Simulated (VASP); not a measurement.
# SnO (C2) in VASP: single point with PBE+D3(BJ)

Aim: the single point of SnO with PBE+D3(BJ).

Program: VASP 6.6.1. These are calculated values, not measurements. Logs are shortened: lines on timing, memory, paths and dates and some standing lists are left out, and cuts for length are marked.

### Step 1. The cell of the first run

Symmetry: C2, No. 5, monoclinic system. The conventional cell has a = 5.426 Å, b = 5.426 Å, c = 4.762 Å, α = 90.00°, β = 90.00°, γ = 90.00°. Within 2.8 Å of Sn (site symmetry 1) lie 4 O at 2.14 to 2.35 Å. Within 2.9 Å of O (site symmetry 2) lie 4 Sn at 2.14 to 2.35 Å and 4 O at 2.54 to 2.88 Å. Within 3.0 Å of O (site symmetry 2) lie 4 Sn at 2.24 Å and 4 O at 2.54 to 2.88 Å.

### Step 2. Single point, PBE+D3(BJ) (atom 3 (O) moved +0.169 Å towards its neighbour atom 4 (O) at 2.713 Å)

The input, INCAR:

```
SYSTEM = SnO
PREC = Accurate
ENCUT = 520
EDIFF = 1E-6
ISMEAR = 0
SIGMA = 0.15
LREAL = .FALSE.
LASPH = .TRUE.
NELM = 80
ALGO = Normal
ISIF = 2
LWAVE = .FALSE.
LCHARG = .FALSE.
GGA = PE
IVDW = 12
NBANDS = 28
```

The input, KPOINTS:

```
Automatic mesh
0
G
  12 12 10
  0 0 0
```

The input, POSCAR:

```
SnO
1.0
    3.8370963230      0.0000000000      0.0000000000
    0.0000000000      3.8370963230      0.0000000000
    0.0000000000      0.0000000000      4.7621286275
Sn O
2 2
Direct
    0.0000000000      0.5000000000      0.2432422108
    0.5000000000      0.0000000000      0.7567577892
   -0.0311067575     -0.0311067575      0.0000000000
    0.5000000000      0.5000000000      0.0000000000
```

Potentials or basis: VASP PAW PBE potentials, release 64 (Sn_d, O).

Run with:

```console
> cat potpaw_PBE.64/Sn_d/POTCAR potpaw_PBE.64/O/POTCAR > POTCAR
> mpirun -np 1 vasp_std > vasp.out
```

OUTCAR:

```text
SYSTEM = SnO
   PREC = Accurate
   ENCUT = 520
   EDIFF = 1E-6
   ISMEAR = 0
   LREAL = .FALSE.
   LASPH = .TRUE.
   NELM = 80
   ISIF = 2
   GGA = PE
   IVDW = 12
 IVDW          = 12

 ion  position               nearest neighbor table
   1  0.000  0.500  0.243-   3 2.14   4 2.24   4 2.24   3 2.35   2 3.57   2 3.57   2 3.57   2 3.57
                             2 3.65   2 3.65   2 3.65   2 3.65
   2  0.500  0.000  0.757-   3 2.14   4 2.24   4 2.24   3 2.35   1 3.57   1 3.57   1 3.57   1 3.57
                             1 3.65   1 3.65   1 3.65   1 3.65
   3  0.969  0.969  0.000-   1 2.14   2 2.14   2 2.35   1 2.35
   4  0.500  0.500  0.000-   1 2.24   2 2.24   2 2.24   1 2.24

  LATTYP: Found a simple tetragonal cell.
 ALAT       =     3.8370963230
 C/A-ratio  =     1.2410761228

  Lattice vectors:

 A1 = (   3.8370963230,   0.0000000000,   0.0000000000)
 A2 = (   0.0000000000,   3.8370963230,   0.0000000000)
 A3 = (   0.0000000000,   0.0000000000,   4.7621286275)

Analysis of symmetry for initial positions (statically):
=====================================================================
 Subroutine PRICEL returns:
 Original cell was already a primitive cell.

 Routine SETGRP: Setting up the symmetry group for a
 simple tetragonal supercell.

 Subroutine GETGRP returns: Found  2 space group operations
 (whereof  2 operations were pure point group operations)
 out of a pool of 16 trial point group operations.

The static configuration has the point symmetry C_2 .

Analysis of symmetry for dynamics (positions and initial velocities):
=====================================================================
 Subroutine PRICEL returns:
 Original cell was already a primitive cell.

 Routine SETGRP: Setting up the symmetry group for a
 simple tetragonal supercell.

 Subroutine GETGRP returns: Found  2 space group operations
 (whereof  2 operations were pure point group operations)
 out of a pool of 16 trial point group operations.

The dynamic configuration has the point symmetry C_2 .

 Subroutine INISYM returns: Found  2 space group operations
 (whereof  2 operations are pure point group operations),
 and found     1 'primitive' translations

----------------------------------------------------------------------------------------

                                     Primitive cell

  volume of cell :      70.1143

  direct lattice vectors                    reciprocal lattice vectors
     3.837096323  0.000000000  0.000000000     0.260613734  0.000000000  0.000000000
[... 93 lines left out ...]
   NSW    =      0    number of steps for IOM
   IBRION =     -1    ionic relax: 0-MD 1-quasi-New 2-CG
   NFREE  =      0    steps in history (QN), initial steepest desc. (CG)
   ISIF   =      2    stress and relaxation
   ISYM   =      2    0-nonsym 1-usesym 2-fastsym
   POTIM  = 0.5000    time-step for ionic-motion
   TEBEG  =    0.0;   TEEND  =   0.0 temperature during run
   PSTRESS=    0.0 pullay stress
   NELECT =      40.0000    total number of electrons
   NUPDOWN=      -1.0000    fix difference up-down
   EMIN   =  10.00;   EMAX   =-10.00  energy-range for DOS
   EFERMI =   0.00;   METHOD = LEGACY
   ISMEAR =     0;   SIGMA  =   0.15  broadening in eV -4-tet -1-fermi 0-gaus
   EFERMI_NEDOS =   21; number of points for ismear=-14 and -15
   IALGO  =     38    algorithm
   IMIX   =      4    mixing-type and parameters
     AMIX     =   0.40;   BMIX     =  1.00
     AMIX_MAG =   1.60;   BMIX_MAG =  1.00
  volume/ion in A,a.u.               =      17.53       118.29
  Fermi-wavevector in a.u.,A,eV,Ry     =   1.357769  2.565812 25.082850  1.843537
  Thomas-Fermi vector in A             =   2.484660
   LORBIT       =      0    0 simple, 1 ext, 2 COOP (PROOUT), +10 PAW based schemes
   GGA     = PE    functional components
   LHFCALC =     F    Hartree Fock is set to
   AEXX    =    0.0000 exact exchange contribution
   IVDW    =    12    specifies the selected vdW correction
   LEPSILON=     F    determine dielectric tensor
   LRPA    =     F    only Hartree local field effects (RPA)
 non-spin polarized calculation
 Gauss-broadening in eV      SIGMA  =   0.15
  energy-cutoff  :      520.00
  volume of cell :       70.11
 maximum number of plane-waves:      1912
 NGX is ok and might be reduce to    30
   NGX = 15   NGY = 15   NGZ = 17

 number of electron      40.0000012 magnetization

 Free energy of the ion-electron system (eV)
  ---------------------------------------------------
  ext. energy  EPLUGINS =         0.00000000
  ---------------------------------------------------
  free energy    TOTEN  =       -22.57827032 eV

  energy without entropy =      -22.57709692  energy(sigma->0) =      -22.57768362

 E-fermi :   7.1901     XC(G=0): -10.2711

 val. band max:        7.1196841552   @ k =   0.5000   0.5000   0.0000
 cond. band min:       7.2398911021   @ k =   0.5000   0.5000   0.1000
 fundamental gap:      0.1202069469
 Fermi energy:         7.1901268464

 k-point     1 :       0.0000    0.0000    0.0000
  band No.  band energies     occupation
      1     -14.8508      2.00000
      2     -14.4813      2.00000
      3     -14.4559      2.00000
      4     -14.4380      2.00000
      5     -14.4141      2.00000
      6     -14.3985      2.00000
[... 733 lines left out ...]
     27      15.3301      0.00000
     28      15.6059      0.00000

 [... further k-points ...]

------------------------ aborting loop because EDIFF is reached ----------------------------------------

 Edisp (eV)   -0.93876

 E8    (eV) :    -0.4074

  FORCE on cell =-STRESS in cart. coord.  units (eV):
  Direction    XX          YY          ZZ          XY          YZ          ZX
  --------------------------------------------------------------------------------------
  -------------------------------------------------------------------------------------
  Total       0.53757     0.53757     0.31596     0.18479    -0.43999     0.43999
  in kB      12.28403    12.28403     7.22002     4.22265   -10.05418    10.05410
  external pressure =       10.60 kB  Pullay stress =        0.00 kB

 VOLUME and BASIS-vectors are now :
 -----------------------------------------------------------------------------
  energy-cutoff  :      520.00
  volume of cell :       70.11
      direct lattice vectors                 reciprocal lattice vectors
     3.837096323  0.000000000  0.000000000     0.260613734  0.000000000  0.000000000
     0.000000000  3.837096323  0.000000000     0.000000000  0.260613734  0.000000000
     0.000000000  0.000000000  4.762128628     0.000000000  0.000000000  0.209990128

 POSITION                                       TOTAL-FORCE (eV/Angst)
 -----------------------------------------------------------------------------------
      0.00000      1.91855      1.15835        -0.092246     -0.332709      0.171480
      1.91855      0.00000      3.60378        -0.332709     -0.092246     -0.171480
      3.71774      3.71774      0.00000         0.952597      0.952597      0.000000
      1.91855      1.91855      0.00000        -0.527642     -0.527642      0.000000
 -----------------------------------------------------------------------------------
    total drift:                               -0.000191     -0.000191      0.000001

  FREE ENERGIE OF THE ION-ELECTRON SYSTEM (eV)
  ---------------------------------------------------
  free  energy   TOTEN  =       -23.5170288685 eV

  energy  without entropy=      -23.5158554702  energy(sigma->0) =      -23.51644217
```

OSZICAR:

```text
N       E                     dE             d eps       ncg     rms          rms(c)
DAV:   1     0.415639215496E+03    0.41564E+03   -0.19758E+04 22972   0.217E+03
DAV:   2     0.362643786009E+02   -0.37937E+03   -0.36454E+03 23004   0.540E+02
DAV:   3    -0.234846353340E+02   -0.59749E+02   -0.58619E+02 25496   0.180E+02
DAV:   4    -0.262710110291E+02   -0.27864E+01   -0.27740E+01 25320   0.415E+01
DAV:   5    -0.263373954311E+02   -0.66384E-01   -0.66377E-01 24128   0.695E+00    0.117E+01
DAV:   6    -0.226209309320E+02    0.37165E+01   -0.17363E+01 36204   0.458E+01    0.504E+00
DAV:   7    -0.225982077802E+02    0.22723E-01   -0.21109E+00 26376   0.879E+00    0.248E+00
DAV:   8    -0.225847972233E+02    0.13411E-01   -0.29142E-01 27236   0.364E+00    0.805E-01
DAV:   9    -0.225773415038E+02    0.74557E-02   -0.45866E-02 36480   0.220E+00    0.240E-01
DAV:  10    -0.225783606970E+02   -0.10192E-02   -0.65727E-03 29052   0.702E-01    0.118E-01
DAV:  11    -0.225782689093E+02    0.91788E-04   -0.70402E-04 29936   0.222E-01    0.417E-02
DAV:  12    -0.225782781094E+02   -0.92000E-05   -0.42735E-04 30800   0.139E-01    0.319E-02
DAV:  13    -0.225782713166E+02    0.67927E-05   -0.44885E-05 30744   0.572E-02    0.154E-02
DAV:  14    -0.225782704247E+02    0.89197E-06   -0.10693E-05 23736   0.248E-02    0.366E-03
DAV:  15    -0.225782703210E+02    0.10364E-06   -0.11418E-06 16188   0.936E-03
   1 F= -.23517029E+02 E0= -.23516442E+02  d E =-.117340E-02
```

stdout:

```text
POSCAR found type information on POSCAR SnO
 POSCAR found :  2 types and       4 ions
 scaLAPACK will be used
 LDA part: xc-table for (Slater+PW92), standard interpolation
 POSCAR, INCAR and KPOINTS ok, starting setup
 FFT: planning ... GRIDC
 FFT: planning ... GRID_SOFT
 FFT: planning ... GRID
 WAVECAR not read
 entering main loop
```

Run time: 15 min. Hardware: 1 thread of AMD EPYC 7R13, shared host; peak memory 0.64 GiB.

What came out:

```yaml
Free_energy: -23.5170 eV
Pressure: 1.1 GPa
Largest_force: 1.347 eV/Å
Band_gap_on_the_k_mesh: zero (bands 20 and 21 overlap by 0.01 eV)
Dispersion_energy_per_atom: -0.235 eV
```

Forces in eV/Å, atoms in the order of the input:
```
Sn  -0.092 -0.333  0.171
Sn  -0.333 -0.092 -0.171
O    0.953  0.953  0.000
O   -0.528 -0.528  0.000
```

Stress tensor (GPa, compression positive):
```
 1.23  0.42  1.01
 0.42  1.23 -1.01
 1.01 -1.01  0.72
```

Levels at points of the mesh, in eV from the Fermi level:
| k point | band 16 | band 17 | band 18 | band 19 | band 20 | band 21 | band 22 | band 23 | band 24 | band 25 |
| --- | --- | --- | --- | --- | --- | --- | --- | --- | --- | --- |
| (0.00, 0.00, 0.00) | -6.14 | -3.51 | -3.16 | -3.07 | -0.10 | 1.98 | 4.19 | 4.46 | 4.87 | 5.71 |
| (0.50, 0.00, 0.00) | -4.89 | -4.88 | -4.50 | -2.81 | -2.71 | 2.86 | 3.46 | 5.46 | 5.68 | 6.01 |
| (0.50, 0.50, 0.00) | -5.01 | -2.51 | -2.46 | -2.00 | -1.96 | -0.11 | -0.07 | 4.38 | 4.44 | 7.32 |
| (0.00, 0.00, 0.50) | -3.60 | -3.22 | -3.14 | -3.06 | -2.19 | 1.64 | 2.70 | 2.86 | 3.45 | 7.76 |
| (0.50, 0.00, 0.50) | -5.38 | -4.94 | -4.47 | -1.88 | -1.67 | 2.51 | 2.61 | 5.04 | 5.21 | 6.51 |
| (0.50, 0.50, 0.50) | -5.54 | -2.85 | -2.83 | -2.51 | -2.45 | 2.20 | 2.25 | 3.91 | 4.13 | 5.52 |

Caveat: the cell differs from its parent crystal (atom 3 (O) moved +0.169 Å towards its neighbour atom 4 (O) at 2.713 Å); semilocal functionals underestimate gaps, and a narrow one can read as zero; spin-orbit coupling is left out, which moves the levels of the heavy elements; forces of over 1 eV/Å act on the atoms, so gaps and moduli don't describe the material at rest.

The gap in the log of VASP goes by the Fermi energy; the results here count the filled bands.